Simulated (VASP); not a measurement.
# SnO: single point with LDA

The system is SnO.

```
Sn O
1.0
     3.70930    0.00000    0.00000
     0.00000    3.70930    0.00000
     0.00000    0.00000    4.65623
Sn O
2 2
Cartesian
  0.0000 1.8546 1.1435
  1.8546 0.0000 3.5127
  0.0000 0.0000 0.0000
  1.8546 1.8546 0.0000
```

```yaml
Program: VASP 6.6.1
Task: single point
Functional: LDA
Potentials_or_basis: VASP PAW LDA potentials, release 64 (Sn_d, O_h)
Cutoff: 1340 eV
k_mesh: 10 × 10 × 8
Occupations: gaussian, width 0.15 eV
Spin: no spin polarisation
```

```
Pressure               : 4.2 GPa
Largest force          : 0.538 eV/Å
Band gap on the k mesh : zero (bands 20 and 21 overlap by 0.41 eV)
```

Forces on the atoms (eV/Å):
```
Sn   0.000  0.000  0.538
Sn   0.000  0.000 -0.538
O    0.000  0.000  0.000
O    0.000  0.000  0.000
```

Stress tensor (GPa, compression positive):
```
4.84 0.00 0.00
0.00 4.84 0.00
0.00 0.00 2.87
```

Levels at points of the mesh, in eV from the Fermi level:
```tsv
k point	band 16	band 17	band 18	band 19	band 20	band 21	band 22	band 23	band 24	band 25
(0.00, 0.00, 0.00)	-7.01	-3.99	-3.61	-3.61	0.00	2.32	4.45	4.48	4.48	5.75
(0.50, 0.00, 0.00)	-5.67	-5.45	-5.45	-3.22	-3.22	3.29	3.29	5.89	5.89	6.22
(0.50, 0.50, 0.00)	-5.82	-2.91	-2.91	-2.12	-2.12	-0.40	-0.40	4.23	4.23	7.57
(0.00, 0.00, 0.50)	-4.07	-3.63	-3.63	-2.82	-2.67	1.50	2.54	2.54	3.60	7.92
(0.50, 0.00, 0.50)	-6.17	-5.40	-5.40	-2.06	-2.06	2.65	2.65	5.28	5.28	6.88
(0.50, 0.50, 0.50)	-6.40	-3.10	-3.10	-2.91	-2.91	2.04	2.04	4.24	4.24	5.69
```

Wall time 8 min on 1 thread of Intel(R) Xeon(R) Platinum 8488C (Sapphire Rapids) (shared host), peak memory 0.73 GiB.

Caveat: the cell stands under pressure; semilocal functionals underestimate gaps, and a narrow one can read as zero; spin-orbit coupling is left out, which moves the levels of the heavy elements.
